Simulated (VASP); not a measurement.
Runs of VASP 6.6.1 on HfN. The structure is that of space group Fm-3m (No. 225), or close to it. The cells are those of the table. 

```csv
task,cell,gap on the mesh (eV),pressure (GPa)
single point,"a = 3.173 Å, angles 60.0°, 2 atoms",none,(a)
single point,"a = 3.205 Å, angles 60.0°, 2 atoms",none,-13.1
electric field gradients,"a = 3.211, b = 3.211, c = 3.195 Å, angles 60.2, 60.2, 59.7°, 2 atoms",none,-13.1
electric field gradients,"a = 3.227, b = 3.227, c = 3.259 Å, angles 59.7, 59.7, 60.7°, 2 atoms",none,-19.8
electric field gradients,"a = 3.179 Å, angles 60.7°, 2 atoms",none,-10.6
electric field gradients,"a = 3.257 Å, angles 60.0°, 2 atoms",none,-23.9
single point,"a = 3.179 Å, angles 60.7°, 2 atoms",none,-10.6
electric field gradients,"a = 3.211 Å, angles 59.3°, 2 atoms",none,-10.6
```

Alike in all rows: level LDA; potentials or basis VASP PAW LDA potentials, release 64 (Hf_pv, N); no spin polarisation; k mesh 10 × 10 × 10; cutoff (eV) 520; smearing fermi-dirac 0.03 eV.

**Question.** Estimate the missing entries.

**Answer.** (a) -5.1.

Caveats: spin-orbit coupling is left out, which moves the levels of the heavy elements.

A k mesh can miss the band edges, and the runs leave out spin-orbit coupling on Hf.

A gap of «none» marks levels without a gap at the run's occupations.
